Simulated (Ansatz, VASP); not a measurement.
## TaF4: VASP beside Ansatz

```
Ta F
1.0
    -2.60613    2.60613    2.60613
     2.60613   -2.60613    2.60613
     2.60613    2.60613   -2.60613
Ta F
1 4
Cartesian
  0.0000 0.0000 0.0000
  1.3031 1.3031 1.3031
  1.3031 1.3031 -1.3031
  1.3031 -1.3031 1.3031
  -1.3031 1.3031 1.3031
```

Alike in both runs: task relaxation of cell and atoms; functional PBE; k mesh 3 × 3 × 3; occupations gaussian, width 0.15 eV; no spin polarisation.

```csv
,VASP,Ansatz
version,VASP 6.6.1,Ansatz 0.2.0
potentials or method,"VASP PAW PBE potentials, release 64 (Ta_pv, F), cutoff 600 eV","scalar-relativistic, plane waves, PAW"
valence electrons in the cell,39,41
```

Ansatz gave:

```
gap on the k mesh at the Fermi level, each at its own relaxed structure (eV) : none
relaxed volume (Å³/atom)                                                     : 11.39
relaxed cell length with the largest relative difference (Å)                 : 4.198
```

Which values does VASP return?

gap on the k mesh at the Fermi level, each at its own relaxed structure (eV): none; relaxed volume (Å³/atom): 11.40; relaxed cell length with the largest relative difference (Å): 4.199.

A gap of «none» marks a metal or a gap that the smearing closes. VASP's potentials hold 39 valence electrons a cell and Ansatz's 41, so a difference there can come from the potentials and not from the codes.

The k mesh is coarse, so the values compare programs but aren't converged. Neither program's run includes spin-orbit coupling. Noted on VASP's run: the volume moved by over 15 % at a fixed basis, so the end points are rough.
